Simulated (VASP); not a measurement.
# C (Fd-3m) in VASP: notebook

The runs below take C through single point, with PBE+D4, PBE, PBEsol, PBEsol+D4.

Program: VASP 6.6.1. These are calculated values, not measurements. Logs are shortened: lines on timing, memory, paths and dates and some standing lists are left out, and cuts for length are marked.

### Step 1. The cell of the first run

The structure is cubic, space group Fd-3m (No. 227). The conventional cell has a = 3.737 Å, b = 3.737 Å, c = 3.737 Å, α = 90.00°, β = 90.00°, γ = 90.00°. Within 2.2 Å of C (site symmetry -43m) lie 4 C at 1.62 Å.

### Step 2. Single point, PBE+D4, collinear spin, antiferromagnetic start (volume scaled by 1.15)

Input file INCAR:

```
SYSTEM = C
ALGO = Normal
EDIFF = 1E-7
ENCUT = 520
GGA = PE
ISIF = 2
ISMEAR = -5
ISPIN = 2
IVDW = 13
LASPH = .TRUE.
LCHARG = .FALSE.
LORBIT = 11
LREAL = .FALSE.
LWAVE = .FALSE.
MAGMOM = 0.5 -0.5
NBANDS = 15
NELM = 150
PREC = Accurate
SIGMA = 0.05
```

Input file KPOINTS:

```
k-points
0
G
  13 13 13
  0 0 0
```

Input file POSCAR:

```
C
1.0
    0.0000000000      1.8684181184      1.8684181184
    1.8684181184      0.0000000000      1.8684181184
    1.8684181184      1.8684181184      0.0000000000
C
2
Direct
    0.7500000000      0.7500000000      0.7500000000
    0.5000000000      0.5000000000      0.5000000000
```

Potentials or basis: VASP PAW PBE potentials, release 64 (C).

Command:

```bash
> cat potpaw_PBE.64/C/POTCAR > POTCAR
> mpirun -np 1 vasp_std > vasp.out
```

OUTCAR:

```text
SYSTEM = C
   EDIFF = 1E-7
   ENCUT = 520
   GGA = PE
   ISIF = 2
   ISMEAR = -5
   ISPIN = 2
   IVDW = 13
   LASPH = .TRUE.
   LORBIT = 11
   LREAL = .FALSE.
   NELM = 150
   PREC = Accurate

 ion  position               nearest neighbor table
   1  0.750  0.750  0.750-   2 1.62   2 1.62   2 1.62   2 1.62
   2  0.500  0.500  0.500-   1 1.62   1 1.62   1 1.62   1 1.62

  LATTYP: Found a face centered cubic cell.
 ALAT       =     3.7368362368

  Lattice vectors:

 A1 = (   0.0000000000,   1.8684181184,   1.8684181184)
 A2 = (   1.8684181184,   0.0000000000,   1.8684181184)
 A3 = (   1.8684181184,   1.8684181184,   0.0000000000)

Analysis of symmetry for initial positions (statically):
=====================================================================
 Subroutine PRICEL returns:
 Original cell was already a primitive cell.

 Routine SETGRP: Setting up the symmetry group for a
 face centered cubic supercell.

 Subroutine GETGRP returns: Found 48 space group operations
 (whereof 24 operations were pure point group operations)
 out of a pool of 48 trial point group operations.

The static configuration has the point symmetry T_d .
 The point group associated with its full space group is O_h .

Analysis of symmetry for dynamics (positions and initial velocities):
=====================================================================
 Subroutine PRICEL returns:
 Original cell was already a primitive cell.

 Routine SETGRP: Setting up the symmetry group for a
 face centered cubic supercell.

 Subroutine GETGRP returns: Found 48 space group operations
 (whereof 24 operations were pure point group operations)
 out of a pool of 48 trial point group operations.

The dynamic configuration has the point symmetry T_d .
 The point group associated with its full space group is O_h .

Analysis of structural, dynamic, and magnetic symmetry:
=====================================================================
 Subroutine PRICEL returns:
 Original cell was already a primitive cell.

 Routine SETGRP: Setting up the symmetry group for a
 face centered cubic supercell.

 Subroutine GETGRP returns: Found 48 space group operations
 (whereof 24 operations were pure point group operations)
 out of a pool of 48 trial point group operations.

The overall configuration has the point symmetry T_d .
 The point group associated with its full space group is O_h .

 Subroutine INISYM returns: Found 48 space group operations
 (whereof 24 operations are pure point group operations),
 and found     1 'primitive' translations

----------------------------------------------------------------------------------------

                                     Primitive cell

  volume of cell :      13.0452

  direct lattice vectors                    reciprocal lattice vectors
     0.000000000  1.868418118  1.868418118    -0.267606054  0.267606054  0.267606054
     1.868418118  0.000000000  1.868418118     0.267606054 -0.267606054  0.267606054
     1.868418118  1.868418118  0.000000000     0.267606054  0.267606054 -0.267606054

  length of vectors
     2.642342243  2.642342243  2.642342243     0.463507282  0.463507282  0.463507282

  position of ions in fractional coordinates (direct lattice)
     0.750000000  0.750000000  0.750000000
     0.500000000  0.500000000  0.500000000

  ion indices of the primitive-cell ions
   primitive index   ion index
                 1           1
                 2           2

----------------------------------------------------------------------------------------

 KPOINTS: k-points

Automatic generation of k-mesh.
 Grid dimensions read from file:
 generate k-points for:   13   13   13

 Generating k-lattice:

  Cartesian coordinates                     Fractional coordinates (reciprocal lattice)
    -0.020585081  0.020585081  0.020585081     0.076923077  0.000000000  0.000000000
     0.020585081 -0.020585081  0.020585081     0.000000000  0.076923077  0.000000000
     0.020585081  0.020585081 -0.020585081     0.000000000  0.000000000  0.076923077

[... 47 lines left out ...]
   NGXF,Y,Z  is equivalent  to a cutoff of  25.17, 25.17, 25.17 a.u.
 SYSTEM =  C
   PREC   = accura    normal or accurate (medium, high low for compatibility)
   ISTART =      0    job   : 0-new  1-cont  2-samecut
   ICHARG =      2    charge: 1-file 2-atom 10-const
   ISPIN  =      2    spin polarized calculation?
   LNONCOLLINEAR =      F non collinear calculations
   LSORBIT =      F    spin-orbit coupling
   LASPH  =      T    aspherical Exc in radial PAW
   ENCUT  =  520.0 eV  38.22 Ry    6.18 a.u.   4.91  4.91  4.91*2*pi/ulx,y,z
   NELM   =    150;   NELMIN=  2; NELMDL= -5     # of ELM steps
   EDIFF  = 0.1E-06   stopping-criterion for ELM
   LREAL  =      F    real-space projection
   EDIFFG = 0.1E-05   stopping-criterion for IOM
   NSW    =      0    number of steps for IOM
   IBRION =     -1    ionic relax: 0-MD 1-quasi-New 2-CG
   NFREE  =      0    steps in history (QN), initial steepest desc. (CG)
   ISIF   =      2    stress and relaxation
   ISYM   =      2    0-nonsym 1-usesym 2-fastsym
   POTIM  = 0.5000    time-step for ionic-motion
   TEBEG  =    0.0;   TEEND  =   0.0 temperature during run
   PSTRESS=    0.0 pullay stress
   NELECT =       8.0000    total number of electrons
   NUPDOWN=      -1.0000    fix difference up-down
   EMIN   =  10.00;   EMAX   =-10.00  energy-range for DOS
   EFERMI =   0.00;   METHOD = LEGACY
   ISMEAR =    -5;   SIGMA  =   0.05  broadening in eV -4-tet -1-fermi 0-gaus
   EFERMI_NEDOS =   21; number of points for ismear=-14 and -15
   IALGO  =     38    algorithm
   IMIX   =      4    mixing-type and parameters
     AMIX     =   0.40;   BMIX     =  1.00
     AMIX_MAG =   1.60;   BMIX_MAG =  1.00
  volume/ion in A,a.u.               =       6.52        44.02
  Fermi-wavevector in a.u.,A,eV,Ry     =   1.390873  2.628369 26.320841  1.934527
  Thomas-Fermi vector in A             =   2.514766
   LORBIT       =     11    0 simple, 1 ext, 2 COOP (PROOUT), +10 PAW based schemes
   GGA     = PE    functional components
   LHFCALC =     F    Hartree Fock is set to
   AEXX    =    0.0000 exact exchange contribution
   IVDW    =    13    specifies the selected vdW correction
   LEPSILON=     F    determine dielectric tensor
   LRPA    =     F    only Hartree local field effects (RPA)
 spin polarized calculation
 Fermi weights with tetrahedron method with Bloechl corrections
  energy-cutoff  :      520.00
  volume of cell :       13.05
 maximum number of plane-waves:       365
   NGX =  9   NGY =  9   NGZ =  9

 number of electron       7.9999999 magnetization      -0.0000000

 number of electron       7.9999999 magnetization       0.0000000

 Free energy of the ion-electron system (eV)
  ---------------------------------------------------
  ext. energy  EPLUGINS =         0.00000000
  ---------------------------------------------------
  free energy    TOTEN  =       -17.93031647 eV

  energy without entropy =      -17.93031647  energy(sigma->0) =      -17.93031647

 E-fermi :   7.8123     XC(G=0): -12.5600

 val. band max:        7.8108863467   @ k =   0.0000   0.0000   0.0000
 cond. band min:      11.6570896461   @ k =   0.3846   0.3846   0.0000
 fundamental gap:      3.8462032994
 Fermi energy:         7.8123057498

 spin component 1

 k-point     1 :       0.0000    0.0000    0.0000
  band No.  band energies     occupation
      1     -11.8788      1.00000
      2       7.8109      1.00000
      3       7.8109      1.00000
      4       7.8109      1.00000
      5      13.0182      0.00000
      6      13.0182      0.00000
      7      13.0182      0.00000
      8      18.0914      0.00000
      9      25.4196      0.00000
     10      32.8721      0.00000
     11      32.8721      0.00000
     12      33.8316      0.00000
     13      33.8316      0.00000
     14      33.8316      0.00000
[... 403 lines left out ...]
      4       4.4110      1.00000
      5      14.2987      0.00000
      6      17.0291      0.00000
      7      17.4533      0.00000
      8      20.4334      0.00000
      9      26.7981      0.00000
     10      28.7562      0.00000
     11      32.9743      0.00000
     12      33.4905      0.00000
     13      40.3591      0.00000
     14      45.0936      0.00000
     15      47.6228      0.00000

 [... further k-points ...]

 spin component 2

 k-point     1 :       0.0000    0.0000    0.0000
  band No.  band energies     occupation
      1     -11.8788      1.00000
      2       7.8109      1.00000
      3       7.8109      1.00000
      4       7.8109      1.00000
      5      13.0182      0.00000
      6      13.0182      0.00000
      7      13.0182      0.00000
      8      18.0914      0.00000
      9      25.4196      0.00000
     10      32.8721      0.00000
     11      32.8721      0.00000
     12      33.8316      0.00000
     13      33.8316      0.00000
     14      33.8316      0.00000
[... 403 lines left out ...]
      4       4.4110      1.00000
      5      14.2987      0.00000
      6      17.0291      0.00000
      7      17.4533      0.00000
      8      20.4334      0.00000
      9      26.7981      0.00000
     10      28.7562      0.00000
     11      32.9743      0.00000
     12      33.4905      0.00000
     13      40.3591      0.00000
     14      45.0936      0.00000
     15      47.6228      0.00000

 [... further k-points ...]

------------------------ aborting loop because EDIFF is reached ----------------------------------------

  DFT-D4 for vdW energy calculation

  Edisp (eV):   -0.37693

  FORCE on cell =-STRESS in cart. coord.  units (eV):
  Direction    XX          YY          ZZ          XY          YZ          ZX
  --------------------------------------------------------------------------------------
  -------------------------------------------------------------------------------------
  Total      -4.01843    -4.01843    -4.01843    -0.00000     0.00000    -0.00000
  in kB    -493.53116  -493.53116  -493.53116    -0.00000     0.00000    -0.00000
  external pressure =     -493.53 kB  Pullay stress =        0.00 kB

 VOLUME and BASIS-vectors are now :
 -----------------------------------------------------------------------------
  energy-cutoff  :      520.00
  volume of cell :       13.05
      direct lattice vectors                 reciprocal lattice vectors
     0.000000000  1.868418118  1.868418118    -0.267606054  0.267606054  0.267606054
     1.868418118  0.000000000  1.868418118     0.267606054 -0.267606054  0.267606054
     1.868418118  1.868418118  0.000000000     0.267606054  0.267606054 -0.267606054

 POSITION                                       TOTAL-FORCE (eV/Angst)
 -----------------------------------------------------------------------------------
      2.80263      2.80263      2.80263        -0.000000     -0.000000     -0.000000
      1.86842      1.86842      1.86842         0.000000      0.000000      0.000000
 -----------------------------------------------------------------------------------
    total drift:                                0.000000     -0.000000      0.000000

  FREE ENERGIE OF THE ION-ELECTRON SYSTEM (eV)
  ---------------------------------------------------
  free  energy   TOTEN  =       -18.3072452526 eV

  energy  without entropy=      -18.3072452526  energy(sigma->0) =      -18.30724525

 total charge

# of ion       s       p       d       tot
------------------------------------------
    1        0.811   1.609   0.000   2.421
    2        0.811   1.609   0.000   2.421
--------------------------------------------------
tot          1.623   3.219   0.000   4.841

 magnetization (x)

# of ion       s       p       d       tot
------------------------------------------
    1       -0.000  -0.000   0.000  -0.000
    2        0.000   0.000   0.000   0.000
--------------------------------------------------
tot          0.000   0.000   0.000   0.000
```

Run time: 18 s. Hardware: 1 thread of Intel Xeon 6975P-C (Granite Rapids), shared host; peak memory 0.14 GiB.

What came out:

```
Free energy                                           : -18.3072 eV
Pressure                                              : -49.4 GPa
Band gap on the k mesh                                : 3.85 eV, indirect (least direct gap 5.21 eV)
Net moment                                            : 0.00 μB per cell
Valence electrons inside the program's atomic spheres : C 2.42
Dispersion energy per atom                            : -0.188 eV
```

Caveat: the cell differs from its parent crystal (volume scaled by 1.15). A k mesh can miss the band edges.

### Step 3. Single point, PBE

This run uses another cell than the first one, of 5.67 Å³/atom, 0.870 times its volume.

Input file INCAR:

```
ALGO = Normal
EDIFF = 1E-7
ENCUT = 520
GGA = PE
ISIF = 2
ISMEAR = -1
LASPH = T
LCHARG = T
LELF = T
LREAL = F
LVHAR = T
LWAVE = F
NBANDS = 11
NELM = 60
PREC = Accurate
SIGMA = 0.05
```

Input file KPOINTS:

```
k-points
0
Gamma
  10 10 10
```

Input file POSCAR:

```
C
1.0
    0.0000000000      1.7833700000      1.7833700000
    1.7833700000      0.0000000000      1.7833700000
    1.7833700000      1.7833700000      0.0000000000
C
2
Direct
    0.7500000000      0.7500000000      0.7500000000
    0.5000000000      0.5000000000      0.5000000000
```

Potentials or basis: VASP PAW PBE potentials, release 64 (C).

Command:

```bash
> cat potpaw_PBE.64/C/POTCAR > POTCAR
> mpirun -np 1 vasp_std > vasp.out
```

Run time: 14 s. Hardware: 1 thread of AMD EPYC 7R13, shared host; peak memory 0.09 GiB.

Results (log left out):

| Item | Value |
| --- | --- |
| Free energy | -18.1852 eV |
| Pressure | 2.5 GPa |
| Band gap on the k mesh | 4.17 eV, indirect (least direct gap 5.59 eV) |

Levels at points of the mesh, in eV from the valence-band top:
```tsv
k point	band 1	band 2	band 3	band 4	band 5	band 6	band 7	band 8
(0.00, 0.00, 0.00)	-21.48	0.00	0.00	0.00	5.59	5.59	5.59	13.33
(0.50, 0.00, 0.00)	-15.70	-13.37	-2.80	-2.80	8.46	8.46	8.85	15.70
(0.50, 0.50, 0.00)	-12.76	-12.76	-6.30	-6.30	4.76	4.76	16.81	16.81
```

A k mesh can miss the band edges. PBE gaps usually lie below the measured ones, often by a third to a half.

### Step 4. Single point, PBEsol

This run uses another cell than the first one, of 5.67 Å³/atom, 0.870 times its volume.

Input file INCAR:

```
PREC = Accurate ; ENCUT = 910
EDIFF = 1E-6 ; ISMEAR = -1
SIGMA = 0.05 ; LREAL = F
LASPH = T ; NELM = 120
ALGO = Normal ; ISIF = 2
LWAVE = F ; LCHARG = T
GGA = PS ; LELF = T
LVHAR = T ; NBANDS = 11
GGA_COMPAT = F
```

Input file KPOINTS:

```
regular mesh
0
Gamma
  7 7 7
```

POSCAR is that of step 3.

Potentials or basis: VASP PAW PBE potentials, release 64 (C_h).

Command:

```bash
> cat potpaw_PBE.64/C_h/POTCAR > POTCAR
> mpirun -np 1 vasp_std > vasp.out
```

Wall time 4 s (1 thread of AMD EPYC 9R45 (Zen 5), shared host); peak memory 0.11 GiB.

It converged, with:

```yaml
Free_energy: -19.2720 eV
Pressure: -4.8 GPa
Band_gap_on_the_k_mesh: 4.12 eV, indirect (least direct gap 5.54 eV)
```

Levels at points of the mesh, in eV from the valence-band top:
```
           k point  band 1  band 2  band 3  band 4  band 5  band 6  band 7  band 8
(0.00, 0.00, 0.00)  -21.52    0.00    0.00    0.00    5.54    5.54    5.54   13.38
```

Caveat: the k points lie up to 0.44 Å⁻¹ apart; the cutoff is under 1.25 times the usual one of these potentials, so pressure, stress and relaxed cells hold a basis-set (Pulay) error; the PAW data sets were made with another functional, which shifts forces and pressure a little.

(Part 1 of 2 ends here.)
